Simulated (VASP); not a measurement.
# GaC18 in VASP: single point with PBE

Aim: the single point of GaC18 with PBE.

All numbers are computed with VASP 6.6.1; they aren't measurements. Logs are shortened: lines on timing, memory, paths and dates and some standing lists are left out, and cuts for length are marked.

### Step 1. The cell of the first run

The cell holds a slab with vacuum, 19 atoms: a = 7.398 Å, b = 7.398 Å, c = 12.000 Å, α = 90.00°, β = 90.00°, γ = 120.00°.

### Step 2. Single point, PBE, collinear spin, zero start

File INCAR:

```
SYSTEM = GaC18
ALGO = Normal
EDIFF = 1E-6
ENCUT = 520
GGA = PE
ISIF = 2
ISMEAR = 0
ISPIN = 2
LASPH = .TRUE.
LCHARG = .FALSE.
LORBIT = 11
LREAL = Auto
LWAVE = .FALSE.
MAGMOM = 0 0 0 0 0 0 0 0 0 0 0 0 0 0 0 0 0 0 0
NBANDS = 62
NELM = 150
PREC = Accurate
SIGMA = 0.05
```

File KPOINTS:

```
k-points
0
G
  2 2 1
  0 0 0
```

File POSCAR:

```
GaC18
1.0
    7.3980000000      0.0000000000      0.0000000000
   -3.6990000000      6.4068560000      0.0000000000
    0.0000000000      0.0000000000     12.0000000000
C Ga
18 1
Direct
    0.0019245243     -0.0010903944      0.0821665833
    0.2254621478      0.1106831494      0.0821303333
    0.0026063528      0.3315871310      0.0815294167
    0.2248039264      0.4426873337      0.0815293333
    0.0019181247      0.6635953735      0.0820845833
    0.2254662651      0.7753675126      0.0820635000
    0.3372397212     -0.0010836829      0.0820752500
    0.5591578629      0.1098596566      0.0816970000
    0.3364304847      0.3325868413      0.0817367500
    0.5581558645      0.4426815586      0.0815310833
    0.3364299982      0.6644082527      0.0816980000
    0.5581499448      0.7760341422      0.0815304167
    0.6692499022     -0.0017681059      0.0815290833
    0.8909781417      0.1098595005      0.0817622500
    0.6692544005      0.3315826046      0.0815182500
    0.8909777067      0.4416796632      0.0817025833
    0.6682511814      0.6644074722      0.0817443333
    0.8901524607      0.7753725072      0.0821407500
    0.1145284286      0.8865680764      0.2628300000
```

Potentials or basis: VASP PAW PBE potentials, release 64 (C, Ga_d).

Started as:

```
cat potpaw_PBE.64/C/POTCAR potpaw_PBE.64/Ga_d/POTCAR > POTCAR
mpirun -np 1 vasp_std > vasp.out
```

OUTCAR:

```text
SYSTEM = GaC18
   EDIFF = 1E-6
   ENCUT = 520
   GGA = PE
   ISIF = 2
   ISMEAR = 0
   ISPIN = 2
   LASPH = .TRUE.
   LORBIT = 11
   LREAL = Auto
   NELM = 150
   PREC = Accurate

 ion  position               nearest neighbor table
   1  0.002  0.999  0.082-  14 1.42  18 1.43   2 1.43
   2  0.225  0.111  0.082-   9 1.42   1 1.43   7 1.43
   3  0.003  0.332  0.082-  16 1.42  14 1.42   4 1.42
   4  0.225  0.443  0.082-  11 1.42   9 1.42   3 1.42
   5  0.002  0.664  0.082-  16 1.42  18 1.43   6 1.43
   6  0.225  0.775  0.082-  11 1.42   5 1.43   7 1.43
[... 10 lines left out ...]
  17  0.668  0.664  0.082-  10 1.42  12 1.42  18 1.42
  18  0.890  0.775  0.082-  17 1.42   1 1.43   5 1.43
  19  0.115  0.887  0.263-

  LATTYP: Found a hexagonal cell.
 ALAT       =     7.3980000000
 C/A-ratio  =     1.6220600162

  Lattice vectors:

 A1 = (   7.3980000000,   0.0000000000,   0.0000000000)
 A2 = (  -3.6990000000,   6.4068560000,   0.0000000000)
 A3 = (   0.0000000000,   0.0000000000,  12.0000000000)

Analysis of symmetry for initial positions (statically):
=====================================================================
 Subroutine PRICEL returns:
 Original cell was already a primitive cell.

 Routine SETGRP: Setting up the symmetry group for a
 hexagonal supercell.

 Subroutine GETGRP returns: Found  1 space group operations
 (whereof  1 operations were pure point group operations)
 out of a pool of 24 trial point group operations.

The static configuration has the point symmetry C_1 .

Analysis of symmetry for dynamics (positions and initial velocities):
=====================================================================
 Subroutine PRICEL returns:
 Original cell was already a primitive cell.

 Routine SETGRP: Setting up the symmetry group for a
 hexagonal supercell.

 Subroutine GETGRP returns: Found  1 space group operations
 (whereof  1 operations were pure point group operations)
 out of a pool of 24 trial point group operations.

The dynamic configuration has the point symmetry C_1 .

Analysis of structural, dynamic, and magnetic symmetry:
=====================================================================
 Subroutine PRICEL returns:
 Original cell was already a primitive cell.

 Routine SETGRP: Setting up the symmetry group for a
 hexagonal supercell.

 Subroutine GETGRP returns: Found  1 space group operations
 (whereof  1 operations were pure point group operations)
 out of a pool of 24 trial point group operations.

The overall configuration has the point symmetry C_1 .

 Subroutine INISYM returns: Found  1 space group operations
 (whereof  1 operations are pure point group operations),
 and found     1 'primitive' translations

----------------------------------------------------------------------------------------

                                     Primitive cell

  volume of cell :     568.7750

  direct lattice vectors                    reciprocal lattice vectors
     7.398000000  0.000000000  0.000000000     0.135171668  0.078041398  0.000000000
    -3.699000000  6.406856000  0.000000000     0.000000000  0.156082796  0.000000000
     0.000000000  0.000000000 12.000000000     0.000000000  0.000000000  0.083333333

  length of vectors
     7.398000000  7.398000054 12.000000000     0.156082797  0.156082796  0.083333333

  position of ions in fractional coordinates (direct lattice)
     0.001924524  0.998909606  0.082166583
     0.225462148  0.110683149  0.082130333
     0.002606353  0.331587131  0.081529417
     0.224803926  0.442687334  0.081529333
     0.001918125  0.663595374  0.082084583
     0.225466265  0.775367513  0.082063500
[... 59 lines left out ...]

 Found      4 irreducible k-points:

 Following reciprocal coordinates:
            Coordinates               Weight
  0.000000  0.000000  0.000000      1.000000
  0.500000  0.000000  0.000000      1.000000
  0.000000  0.500000  0.000000      1.000000
  0.500000  0.500000  0.000000      1.000000
   k-points           NKPTS =      4   k-points in BZ     NKDIM =      4   number of bands    NBANDS=     62
   number of dos      NEDOS =    301   number of ions     NIONS =     19
   total plane-waves  NPLWV = 282240
   dimension x,y,z NGX =    56 NGY =   56 NGZ =   90
   dimension x,y,z NGXF=   112 NGYF=  112 NGZF=  180
   ions per type =              18   1
   NGX,Y,Z   is equivalent  to a cutoff of  12.58, 12.58, 12.47 a.u.
   NGXF,Y,Z  is equivalent  to a cutoff of  25.17, 25.17, 24.94 a.u.
 SYSTEM =  GaC18
   PREC   = accura    normal or accurate (medium, high low for compatibility)
   ISTART =      0    job   : 0-new  1-cont  2-samecut
   ICHARG =      2    charge: 1-file 2-atom 10-const
   ISPIN  =      2    spin polarized calculation?
   LNONCOLLINEAR =      F non collinear calculations
   LSORBIT =      F    spin-orbit coupling
   LASPH  =      T    aspherical Exc in radial PAW
   ENCUT  =  520.0 eV  38.22 Ry    6.18 a.u.  13.76 13.76 22.31*2*pi/ulx,y,z
   NELM   =    150;   NELMIN=  2; NELMDL= -5     # of ELM steps
   EDIFF  = 0.1E-05   stopping-criterion for ELM
   LREAL  =      T    real-space projection
   EDIFFG = 0.1E-04   stopping-criterion for IOM
   NSW    =      0    number of steps for IOM
   IBRION =     -1    ionic relax: 0-MD 1-quasi-New 2-CG
   NFREE  =      0    steps in history (QN), initial steepest desc. (CG)
   ISIF   =      2    stress and relaxation
   ISYM   =      2    0-nonsym 1-usesym 2-fastsym
   POTIM  = 0.5000    time-step for ionic-motion
   TEBEG  =    0.0;   TEEND  =   0.0 temperature during run
   PSTRESS=    0.0 pullay stress
   NELECT =      85.0000    total number of electrons
   NUPDOWN=      -1.0000    fix difference up-down
   EMIN   =  10.00;   EMAX   =-10.00  energy-range for DOS
   EFERMI =   0.00;   METHOD = LEGACY
   ISMEAR =     0;   SIGMA  =   0.05  broadening in eV -4-tet -1-fermi 0-gaus
   EFERMI_NEDOS =   21; number of points for ismear=-14 and -15
   IALGO  =     38    algorithm
   IMIX   =      4    mixing-type and parameters
     AMIX     =   0.40;   BMIX     =  1.00
     AMIX_MAG =   1.60;   BMIX_MAG =  1.00
  volume/ion in A,a.u.               =      29.94       202.01
  Fermi-wavevector in a.u.,A,eV,Ry     =   0.868762  1.641723 10.268969  0.754748
  Thomas-Fermi vector in A             =   1.987487
   LORBIT       =     11    0 simple, 1 ext, 2 COOP (PROOUT), +10 PAW based schemes
   GGA     = PE    functional components
   LHFCALC =     F    Hartree Fock is set to
   AEXX    =    0.0000 exact exchange contribution
   IVDW    =     0    specifies the selected vdW correction
   LEPSILON=     F    determine dielectric tensor
   LRPA    =     F    only Hartree local field effects (RPA)
 spin polarized calculation
 Gauss-broadening in eV      SIGMA  =   0.05
  energy-cutoff  :      520.00
  volume of cell :      568.78
 maximum number of plane-waves:     15363
 NGX is ok and might be reduce to    56
   NGX = 27   NGY = 27   NGZ = 45

 number of electron      84.9999998 magnetization      -0.0000000

 number of electron      84.9999998 magnetization       0.0000000

 Free energy of the ion-electron system (eV)
  ---------------------------------------------------
  ext. energy  EPLUGINS =         0.00000000
  ---------------------------------------------------
  free energy    TOTEN  =      -167.37522451 eV

  energy without entropy =     -167.37522451  energy(sigma->0) =     -167.37522451

 E-fermi :  -0.8523     XC(G=0):  -4.1185

 val. band max:       -1.1092313320   @ k =   0.0000   0.0000   0.0000
 cond. band min:       0.3706383220   @ k =   0.5000   0.5000   0.0000
 fundamental gap:      1.4798696540
 Fermi energy:        -0.8523326038

 spin component 1

 k-point     1 :       0.0000    0.0000    0.0000
  band No.  band energies     occupation
      1     -20.6006      1.00000
      2     -18.2216      1.00000
      3     -18.0763      1.00000
      4     -18.0763      1.00000
      5     -17.8678      1.00000
      6     -17.8678      1.00000
[... 217 lines left out ...]
     53       3.8545      0.00000
     54       3.8980      0.00000
 Fermi energy:        -0.8523326038

 spin component 2

 k-point     1 :       0.0000    0.0000    0.0000
  band No.  band energies     occupation
      1     -20.6006      1.00000
      2     -18.2216      1.00000
      3     -18.0763      1.00000
      4     -18.0763      1.00000
      5     -17.8678      1.00000
      6     -17.8678      1.00000
[... 217 lines left out ...]
     53       3.8545      0.00000
     54       3.8979      0.00000
 [bands above 54 left out]

------------------------ aborting loop because EDIFF is reached ----------------------------------------

  FORCE on cell =-STRESS in cart. coord.  units (eV):
  Direction    XX          YY          ZZ          XY          YZ          ZX
  --------------------------------------------------------------------------------------
  -------------------------------------------------------------------------------------
  Total        5.2540376      5.2623363     -0.0886832     -0.0075747      0.0030101     -0.0100002
  in kB       14.8000513     14.8234279     -0.2498108     -0.0213370      0.0084792     -0.0281695
  external PRESSURE =       9.7912228 kB  Pullay stress =       0.0000000 kB

 VOLUME and BASIS-vectors are now :
 -----------------------------------------------------------------------------
  energy-cutoff  :      520.00
  volume of cell :      568.78
      direct lattice vectors                 reciprocal lattice vectors
     7.398000000  0.000000000  0.000000000     0.135171668  0.078041398  0.000000000
    -3.699000000  6.406856000  0.000000000     0.000000000  0.156082796  0.000000000
     0.000000000  0.000000000 12.000000000     0.000000000  0.000000000  0.083333333

 POSITION                                       TOTAL-FORCE (eV/Angst)
 -----------------------------------------------------------------------------------
     -3.68073      6.39987      0.98600         0.001011      0.003026     -0.001633
      1.25855      0.70913      0.98556         0.002381     -0.002237     -0.002399
     -1.20726      2.12443      0.97835        -0.004944     -0.003767      0.001395
      0.02560      2.83623      0.97835         0.006167      0.003194     -0.003029
     -2.44045      4.25156      0.98501         0.002447     -0.004754     -0.000787
     -1.20008      4.96767      0.98476         0.002965     -0.000111     -0.002445
[... 11 lines left out ...]
      3.71725      4.96770      0.98569        -0.000288      0.001053     -0.005810
     -2.43213      5.68011      3.15396        -0.004716      0.002172      0.020759
 -----------------------------------------------------------------------------------
    total drift:                               -0.002693     -0.003551      0.013742

  FREE ENERGIE OF THE ION-ELECTRON SYSTEM (eV)
  ---------------------------------------------------
  free  energy   TOTEN  =      -167.3752245087 eV

  energy  without entropy=     -167.3752245087  energy(sigma->0) =     -167.37522451

 total charge

# of ion       s       p       d       tot
------------------------------------------
    1        0.861   1.786   0.000   2.647
    2        0.861   1.786   0.000   2.647
    3        0.862   1.795   0.000   2.656
    4        0.862   1.795   0.000   2.656
    5        0.861   1.786   0.000   2.647
    6        0.861   1.786   0.000   2.647
[... 11 lines left out ...]
   18        0.861   1.786   0.000   2.647
   19        1.220   0.246   9.946  11.412
--------------------------------------------------
tot         16.718  32.537   9.946  59.201

 magnetization (x)

# of ion       s       p       d       tot
------------------------------------------
    1       -0.000  -0.000   0.000  -0.000
    2       -0.000  -0.000   0.000  -0.000
    3       -0.000  -0.000   0.000  -0.000
    4       -0.000  -0.000   0.000  -0.000
    5       -0.000  -0.000   0.000  -0.000
    6        0.000   0.000   0.000   0.000
[... 11 lines left out ...]
   18       -0.000  -0.000   0.000  -0.000
   19        0.000   0.000   0.000   0.000
--------------------------------------------------
tot         -0.000   0.000   0.000  -0.000
```

Wall time 15 min (1 thread of Intel Xeon 8259CL, shared host); peak memory 0.88 GiB.

Results:

| Quantity | Value |
| --- | --- |
| Free energy | -167.3752 eV |
| Largest force | 0.021 eV/Å |
| Net moment | 0.00 μB per cell |
| Valence electrons inside the program's atomic spheres | C 2.65, 2.66 (each value once); Ga 11.41 |

Forces in eV/Å, atoms in the order of the input:
```
C    0.001  0.003 -0.002
C    0.002 -0.002 -0.002
C   -0.005 -0.004  0.001
C    0.006  0.003 -0.003
C    0.002 -0.005 -0.001
C    0.003  0.000 -0.002
C    0.002  0.000 -0.005
C   -0.004 -0.001  0.000
C    0.000  0.006 -0.001
C   -0.004  0.003 -0.002
C    0.004 -0.003 -0.001
C    0.003 -0.004  0.000
C   -0.002  0.006  0.002
C    0.000 -0.003  0.001
C    0.004 -0.003 -0.001
C   -0.002  0.004  0.003
C   -0.006 -0.004 -0.001
C    0.000  0.001 -0.006
Ga  -0.005  0.002  0.021
```

Caveat: the k points lie up to 0.49 Å⁻¹ apart; there is no dipole correction, which matters where the two faces differ; no moment was typed at the start, so none could form.
